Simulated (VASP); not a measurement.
Set up this calculation in VASP 6.6.1, as the native input.

| Quantity | Value |
| --- | --- |
| Task | single point |
| Functional | LDA |
| Potentials or basis | VASP PAW LDA potentials, release 64 (Mn_sv) |
| Cutoff | 680 eV |
| k mesh | 11 × 11 × 15 |
| Occupations | fermi-dirac, width 0.1 eV |
| Spin | no spin polarisation |
| Dipole correction | no |
| Further INCAR settings | ALGO = Normal; EDIFF = 1e-06; NBANDS = 30 |

The structure of Mn lies in POSCAR:

```
Mn
1.0
    3.6590652564      0.0000000000      0.0000000000
   -1.8295326282      3.1688434661      0.0000000000
    0.0000000000      0.0000000000      2.3022331144
Mn
3
Direct
    1.0000000000      1.0000000000      0.0000000000
    0.3333333333      0.6666666667      0.5000000000
    0.6666666667      0.3333333333      0.5000000000
```

This isn't the form of Mn at room conditions, which is a 58-atom cubic cell.

These files were run (other wordings do the same):

INCAR

```
PREC     = Accurate       # precision mode
ENCUT    = 680            # plane-wave cutoff, eV
EDIFF    = 1E-6           # SCF threshold, eV
ISMEAR   = -1             # smearing method
SIGMA    = 0.1            # smearing width, eV
LREAL    = False          # projectors in reciprocal space
LASPH    = True           # aspherical terms in the spheres
NELM     = 120            # most SCF steps
ALGO     = Normal         # electronic algorithm
ISIF     = 2              # what is computed and relaxed
LWAVE    = False          # write WAVECAR
LCHARG   = False          # write CHGCAR
NBANDS   = 30             # bands
GGA_COMPAT= False
```

KPOINTS

```
Automatic mesh
0
Gamma
  11 11 15
```

Potentials or basis: VASP PAW LDA potentials, release 64 (Mn_sv).

Run with:

```sh
$ cat potpaw_LDA.64/Mn_sv/POTCAR > POTCAR
$ mpirun -np 1 vasp_std > vasp.out
```

Results of the run:

* Pressure: 53.4 GPa
* Band gap on the k mesh: zero (an odd number of electrons rules out a gap without spin polarisation)

Caveat: the cell stands under pressure; the run has no spin polarisation, though such a crystal can be magnetic.

Wall time 62 s on 1 thread of Intel(R) Xeon(R) 6975P-C (Granite Rapids), with other jobs on the host, peak memory 0.2 GiB.
